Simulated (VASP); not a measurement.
# Bi (I4/mmm) in VASP: notebook

Bi is run at these levels: PBEsol; tasks: single point.

Program: VASP 6.6.1. These are calculated values, not measurements. Logs are shortened: lines on timing, memory, paths and dates and some standing lists are left out, and cuts for length are marked.

## Step 1: The cell of the first run

It takes space group I4/mmm (No. 139, tetragonal). Conventional cell: a = 8.989 Å, b = 8.989 Å, c = 2.567 Å, α = 90.00°, β = 90.00°, γ = 90.00°. Within 3.4 Å of Bi (site symmetry 4/mmm) lie 2 Bi at 2.57 Å.

## Step 2: Single point, PBEsol

INCAR reads:

```
SYSTEM = Bi
ALGO = Fast ; EDIFF = 1E-6
ENCUT = 520 ; GGA = PS
ISIF = 2 ; ISMEAR = 0
LASPH = .TRUE. ; LCHARG = .FALSE.
LREAL = .FALSE. ; LWAVE = .FALSE.
NBANDS = 14 ; NELM = 60
PREC = Accurate ; SIGMA = 0.05
```

KPOINTS reads:

```
k-points
0
G
  12 12 12
  0 0 0
```

POSCAR reads:

```
Bi
1.0
   -4.4944840678      4.4944840678      1.2836695587
    4.4944840678     -4.4944840678      1.2836695587
    4.4944840678      4.4944840678     -1.2836695587
Bi
1
Direct
    0.0000000000      0.0000000000      0.0000000000
```

Potentials or basis: VASP PAW PBE potentials, release 64 (Bi_d).

Launch:

```console
$ cat potpaw_PBE.64/Bi_d/POTCAR > POTCAR
$ mpirun -np 1 vasp_std > vasp.out
```

OUTCAR:

```text
SYSTEM = Bi
   EDIFF = 1E-6
   ENCUT = 520
   GGA = PS
   ISIF = 2
   ISMEAR = 0
   LASPH = .TRUE.
   LREAL = .FALSE.
   NELM = 60
   PREC = Accurate

 ion  position               nearest neighbor table
   1  0.000  0.000  0.000-

  LATTYP: Found a body centered tetragonal cell.
 ALAT       =     8.9889681356
 C/A-ratio  =     0.2856099920

  Lattice vectors:

 A1 = (  -4.4944840678,   4.4944840678,   1.2836695587)
 A2 = (   4.4944840678,  -4.4944840678,   1.2836695587)
 A3 = (   4.4944840678,   4.4944840678,  -1.2836695587)

Analysis of symmetry for initial positions (statically):
=====================================================================
 Subroutine PRICEL returns:
 Original cell was already a primitive cell.

 Routine SETGRP: Setting up the symmetry group for a
 body centered tetragonal supercell.

 Subroutine GETGRP returns: Found 16 space group operations
 (whereof 16 operations were pure point group operations)
 out of a pool of 16 trial point group operations.

The static configuration has the point symmetry D_4h.

Analysis of symmetry for dynamics (positions and initial velocities):
=====================================================================
 Subroutine PRICEL returns:
 Original cell was already a primitive cell.

 Routine SETGRP: Setting up the symmetry group for a
 body centered tetragonal supercell.

 Subroutine GETGRP returns: Found 16 space group operations
 (whereof 16 operations were pure point group operations)
 out of a pool of 16 trial point group operations.

The dynamic configuration has the point symmetry D_4h.

 Subroutine INISYM returns: Found 16 space group operations
 (whereof 16 operations are pure point group operations),
 and found     1 'primitive' translations

----------------------------------------------------------------------------------------

                                     Primitive cell

  volume of cell :     103.7225

  direct lattice vectors                    reciprocal lattice vectors
    -4.494484068  4.494484068  1.283669559     0.000000000  0.111247474  0.389508341
     4.494484068 -4.494484068  1.283669559     0.111247474  0.000000000  0.389508341
     4.494484068  4.494484068 -1.283669559     0.111247474  0.111247474  0.000000000

  length of vectors
     6.484487768  6.484487768  6.484487768     0.405083631  0.405083631  0.157327687

  position of ions in fractional coordinates (direct lattice)
     0.000000000  0.000000000  0.000000000

  ion indices of the primitive-cell ions
   primitive index   ion index
                 1           1

----------------------------------------------------------------------------------------

 KPOINTS: k-points

Automatic generation of k-mesh.
 Grid dimensions read from file:
 generate k-points for:   12   12   12

 Generating k-lattice:

  Cartesian coordinates                     Fractional coordinates (reciprocal lattice)
     0.000000000  0.009270623  0.032459028     0.083333333 -0.000000000  0.000000000
     0.009270623  0.000000000  0.032459028    -0.000000000  0.083333333  0.000000000
     0.009270623  0.009270623  0.000000000     0.000000000  0.000000000  0.083333333

  Length of vectors
     0.033756969  0.033756969  0.013110641

  Shift w.r.t. Gamma in fractional coordinates (k-lattice)
     0.000000000  0.000000000  0.000000000

 Subroutine IBZKPT returns following result:
 ===========================================

 Found    163 irreducible k-points:

 Following reciprocal coordinates:
            Coordinates               Weight
  0.000000  0.000000  0.000000      1.000000
  0.083333  0.000000 -0.000000      8.000000
  0.166667 -0.000000  0.000000      8.000000
  0.250000  0.000000  0.000000      8.000000
  0.333333  0.000000  0.000000      8.000000
  0.416667  0.000000  0.000000      8.000000
[... 16 lines left out ...]
  0.500000  0.166667  0.000000     16.000000
 -0.416667  0.166667 -0.000000     16.000000
 [... further k-points ...]
   k-points           NKPTS =    163   k-points in BZ     NKDIM =    163   number of bands    NBANDS=     14
   number of dos      NEDOS =    301   number of ions     NIONS =      1
   total plane-waves  NPLWV = 110592
   dimension x,y,z NGX =    48 NGY =   48 NGZ =   48
   dimension x,y,z NGXF=    96 NGYF=   96 NGZF=   96
   ions per type =               1
   NGX,Y,Z   is equivalent  to a cutoff of  12.31, 12.31, 12.31 a.u.
   NGXF,Y,Z  is equivalent  to a cutoff of  24.61, 24.61, 24.61 a.u.
 SYSTEM =  Bi
   PREC   = accura    normal or accurate (medium, high low for compatibility)
   ISTART =      0    job   : 0-new  1-cont  2-samecut
   ICHARG =      2    charge: 1-file 2-atom 10-const
   ISPIN  =      1    spin polarized calculation?
   LNONCOLLINEAR =      F non collinear calculations
   LSORBIT =      F    spin-orbit coupling
   LASPH  =      T    aspherical Exc in radial PAW
   ENCUT  =  520.0 eV  38.22 Ry    6.18 a.u.  12.06 12.06 12.06*2*pi/ulx,y,z
   NELM   =     60;   NELMIN=  2; NELMDL= -5     # of ELM steps
   EDIFF  = 0.1E-05   stopping-criterion for ELM
   LREAL  =      F    real-space projection
   EDIFFG = 0.1E-04   stopping-criterion for IOM
   NSW    =      0    number of steps for IOM
   IBRION =     -1    ionic relax: 0-MD 1-quasi-New 2-CG
   NFREE  =      0    steps in history (QN), initial steepest desc. (CG)
   ISIF   =      2    stress and relaxation
   ISYM   =      2    0-nonsym 1-usesym 2-fastsym
   POTIM  = 0.5000    time-step for ionic-motion
   TEBEG  =    0.0;   TEEND  =   0.0 temperature during run
   PSTRESS=    0.0 pullay stress
   NELECT =      15.0000    total number of electrons
   NUPDOWN=      -1.0000    fix difference up-down
   EMIN   =  10.00;   EMAX   =-10.00  energy-range for DOS
   EFERMI =   0.00;   METHOD = LEGACY
   ISMEAR =     0;   SIGMA  =   0.05  broadening in eV -4-tet -1-fermi 0-gaus
   EFERMI_NEDOS =   21; number of points for ismear=-14 and -15
   IALGO  =     68    algorithm
   IMIX   =      4    mixing-type and parameters
     AMIX     =   0.40;   BMIX     =  1.00
     AMIX_MAG =   1.60;   BMIX_MAG =  1.00
  volume/ion in A,a.u.               =     103.72       699.95
  Fermi-wavevector in a.u.,A,eV,Ry     =   0.859306  1.623852 10.046624  0.738406
  Thomas-Fermi vector in A             =   1.976641
   LORBIT       =      0    0 simple, 1 ext, 2 COOP (PROOUT), +10 PAW based schemes
   GGA     = PS    functional components
   LHFCALC =     F    Hartree Fock is set to
   AEXX    =    0.0000 exact exchange contribution
   IVDW    =     0    specifies the selected vdW correction
   LEPSILON=     F    determine dielectric tensor
   LRPA    =     F    only Hartree local field effects (RPA)
 non-spin polarized calculation
 RMM-DIIS sequential band-by-band and
 Gauss-broadening in eV      SIGMA  =   0.05
  energy-cutoff  :      520.00
  volume of cell :      103.72
 maximum number of plane-waves:      2812
   NGX = 25   NGY = 25   NGZ = 25

 number of electron      15.0000006 magnetization

 Free energy of the ion-electron system (eV)
  ---------------------------------------------------
  ext. energy  EPLUGINS =         0.00000000
  ---------------------------------------------------
  free energy    TOTEN  =        -2.57732699 eV

  energy without entropy =       -2.57264471  energy(sigma->0) =       -2.57498585

 E-fermi :  -0.6511     XC(G=0):  -4.6538

 val. band max:       -0.6510864174   @ k =   0.5000   0.1667   0.0000
 cond. band min:      -0.6510364547   @ k =   0.4167   0.2500   0.0833
 fundamental gap:      0.0000499627
 Fermi energy:        -0.6510812720

 k-point     1 :       0.0000    0.0000    0.0000
  band No.  band energies     occupation
      1     -24.9363      2.00000
      2     -23.5464      2.00000
      3     -23.5464      2.00000
      4     -23.2223      2.00000
      5     -23.2223      2.00000
      6     -13.7442      2.00000
      7      -3.1346      2.00000
      8      -3.1346      2.00000
      9       1.7443      0.00000
     10       3.4600      0.00000
     11       5.5620      0.00000
     12       6.3486      0.00000
     13       6.3488      0.00000
     14       7.2769      0.00000

 k-point     2 :       0.0833    0.0000   -0.0000
  band No.  band energies     occupation
      1     -24.8010      2.00000
      2     -23.5398      2.00000
      3     -23.5398      2.00000
      4     -23.2799      2.00000
      5     -23.2799      2.00000
      6     -13.5902      2.00000
      7      -2.9278      2.00000
      8      -2.9273      2.00000
      9       1.9209      0.00000
     10       3.6253      0.00000
     11       5.5915      0.00000
     12       6.4971      0.00000
     13       6.5341      0.00000
     14       7.6006      0.00000

 k-point     3 :       0.1667   -0.0000    0.0000
  band No.  band energies     occupation
      1     -24.4268      2.00000
      2     -23.5218      2.00000
      3     -23.5218      2.00000
      4     -23.4345      2.00000
      5     -23.4345      2.00000
      6     -13.1124      2.00000
      7      -2.3291      2.00000
      8      -2.3268      2.00000
      9       2.4518      0.00000
     10       4.1226      0.00000
     11       5.7621      0.00000
     12       6.3111      0.00000
     13       6.9537      0.00000
     14       7.0833      0.00000
[... 324 lines left out ...]
 k-point    23 :       0.5000    0.1667    0.0000
  band No.  band energies     occupation
      1     -23.8366      2.00000
      2     -23.8366      2.00000
      3     -23.4725      2.00000
      4     -23.4725      2.00000
      5     -23.3751      2.00000
      6     -10.9941      2.00000
      7      -0.6511      1.00012
      8      -0.3279      0.00000
      9      -0.2079      0.00000
     10       5.0257      0.00000
     11       6.1706      0.00000
     12       6.6702      0.00000
     13       8.1783      0.00000
     14       8.6899      0.00000

 k-point    24 :      -0.4167    0.1667   -0.0000
  band No.  band energies     occupation
      1     -23.9057      2.00000
      2     -23.6390      2.00000
      3     -23.6390      2.00000
      4     -23.4972      2.00000
      5     -23.4972      2.00000
      6     -12.2650      2.00000
      7      -1.5002      2.00000
      8      -1.3835      2.00000
      9       2.7584      0.00000
     10       3.7579      0.00000
     11       5.1699      0.00000
     12       5.7106      0.00000
     13       7.1739      0.00000
     14       8.9704      0.00000

 [... further k-points ...]
[... 5 lines left out ...]
  --------------------------------------------------------------------------------------
  -------------------------------------------------------------------------------------
  Total       -0.0361929     -0.0361929      8.9637783      0.0000000      0.0000000      0.0000000
  in kB       -0.5590628     -0.5590628    138.4614146      0.0000000      0.0000000      0.0000000
  external PRESSURE =      45.7810963 kB  Pullay stress =       0.0000000 kB

 VOLUME and BASIS-vectors are now :
 -----------------------------------------------------------------------------
  energy-cutoff  :      520.00
  volume of cell :      103.72
      direct lattice vectors                 reciprocal lattice vectors
    -4.494484068  4.494484068  1.283669559     0.000000000  0.111247474  0.389508341
     4.494484068 -4.494484068  1.283669559     0.111247474  0.000000000  0.389508341
     4.494484068  4.494484068 -1.283669559     0.111247474  0.111247474  0.000000000

 POSITION                                       TOTAL-FORCE (eV/Angst)
 -----------------------------------------------------------------------------------
      0.00000      0.00000      0.00000         0.000000      0.000000     -0.000000
 -----------------------------------------------------------------------------------
    total drift:                               -0.000000      0.000000      0.000000

  FREE ENERGIE OF THE ION-ELECTRON SYSTEM (eV)
  ---------------------------------------------------
  free  energy   TOTEN  =        -2.5773269947 eV

  energy  without entropy=       -2.5726447123  energy(sigma->0) =       -2.57498585
```

It took 3.6 min on 1 thread of Intel Xeon 6975P-C (Granite Rapids), shared host; peak memory 0.46 GiB.

What came out:

```yaml
Free_energy: -2.5773 eV
Pressure: 4.6 GPa
```

Levels at points of the mesh, in eV from the Fermi level:
```csv
k point,band 6,band 7,band 8,band 9,band 10,band 11
"(0.00, 0.00, 0.00)",-13.09,-2.48,-2.48,2.40,4.11,6.21
"(0.50, 0.00, 0.00)",-7.18,-5.01,2.32,2.32,6.44,6.53
"(0.50, 0.50, 0.00)",-13.09,-2.67,-2.47,3.30,4.35,5.11
"(0.50, 0.50, 0.50)",-13.09,-2.65,-2.65,3.59,5.49,5.49
```

Caveat: the PAW data sets were made with another functional, which shifts forces and pressure a little; spin-orbit coupling is left out, which moves the levels of the heavy elements.

## Step 3: Single point, PBEsol

This run uses another cell than the first one, of the same volume but with other edges.

INCAR reads:

```
SYSTEM = Bi
PREC = Accurate
ENCUT = 520
EDIFF = 1E-6
ISMEAR = 0
SIGMA = 0.05
LREAL = .FALSE.
LASPH = .TRUE.
NELM = 100
ALGO = Fast
ISIF = 2
LWAVE = .FALSE.
LCHARG = .FALSE.
GGA = PS
NBANDS = 14
```

KPOINTS reads:

```
regular mesh
0
G
  12 12 12
  0 0 0
```

POSCAR reads:

```
Bi
1.0
   -4.0064439543      4.0064439543      1.6154547187
    4.0064439543     -4.0064439543      1.6154547187
    4.0064439543      4.0064439543     -1.6154547187
Bi
1
Direct
    0.0000000000      0.0000000000      0.0000000000
```

Potentials or basis: VASP PAW PBE potentials, release 64 (Bi_d).

Launch:

```console
$ cat potpaw_PBE.64/Bi_d/POTCAR > POTCAR
$ mpirun -np 1 vasp_std > vasp.out
```

It took 3.3 min on 1 thread of Intel Xeon 6975P-C (Granite Rapids), shared host; peak memory 0.45 GiB.

The run converged. Its results:

- Free energy: -2.6824 eV
- Pressure: -2.8 GPa

Stress tensor (GPa, compression positive):
```
-0.29  0.00  0.00
 0.00 -0.29  0.00
 0.00  0.00 -7.82
```

Levels at points of the mesh, in eV from the Fermi level:
```tsv
k point	band 5	band 6	band 7	band 8	band 9	band 10	band 11	band 12
(0.00, 0.00, 0.00)	-22.53	-11.02	-0.75	-0.75	2.92	4.84	5.56	8.05
(0.50, 0.00, 0.00)	-22.44	-9.06	-2.88	1.10	1.12	5.44	5.79	7.73
(0.50, 0.50, 0.00)	-22.53	-11.00	-1.35	-0.69	4.11	5.53	5.58	6.27
(0.50, 0.50, 0.50)	-22.53	-10.99	-1.25	-1.25	4.05	5.50	7.32	7.32
```

Caveat: the PAW data sets were made with another functional, which shifts forces and pressure a little; spin-orbit coupling is left out, which moves the levels of the heavy elements.

## Step 4: Single point, PBEsol

This run uses another cell than the first one, of the same volume but with other edges.

INCAR reads:

```
ALGO = Fast ; EDIFF = 1E-6
ENCUT = 520 ; GGA = PS
ISIF = 2 ; ISMEAR = 0
LASPH = True ; LCHARG = False
LREAL = False ; LWAVE = False
NBANDS = 14 ; NELM = 80
PREC = Accurate ; SIGMA = 0.05
```

KPOINTS reads:

```
k-points
0
Gamma
  12 12 12
```

POSCAR reads:

```
Bi
1.0
   -4.3774736921      4.3774736921      1.3532120096
    4.3774736921     -4.3774736921      1.3532120096
    4.3774736921      4.3774736921     -1.3532120096
Bi
1
Direct
    0.0000000000      0.0000000000      0.0000000000
```

Launch:

```console
$ cat potpaw_PBE.64/Bi_d/POTCAR > POTCAR
$ mpirun -np 1 vasp_std > vasp.out
```

It took 3.7 min on 1 thread of Intel Xeon 6975P-C (Granite Rapids), shared host; peak memory 0.46 GiB.

Results (log left out):

| Property | Result |
| --- | --- |
| Free energy | -2.8911 eV |
| Pressure | 2.1 GPa |

Stress tensor (GPa, compression positive):
```
-0.11  0.00  0.00
 0.00 -0.11  0.00
 0.00  0.00  6.50
```

Levels at points of the mesh, in eV from the Fermi level:
| k point | band 6 | band 7 | band 8 | band 9 | band 10 | band 11 |
| --- | --- | --- | --- | --- | --- | --- |
| (0.00, 0.00, 0.00) | -11.97 | -1.50 | -1.50 | 3.02 | 4.77 | 7.11 |
| (0.50, 0.00, 0.00) | -7.23 | -3.93 | 2.49 | 2.50 | 6.66 | 6.79 |
| (0.50, 0.50, 0.00) | -11.97 | -1.76 | -1.47 | 3.99 | 5.14 | 5.87 |
| (0.50, 0.50, 0.50) | -11.96 | -1.72 | -1.72 | 4.21 | 6.40 | 6.40 |

Caveat: the PAW data sets were made with another functional, which shifts forces and pressure a little; spin-orbit coupling is left out, which moves the levels of the heavy elements.

(Part 1 of 2 ends here.)
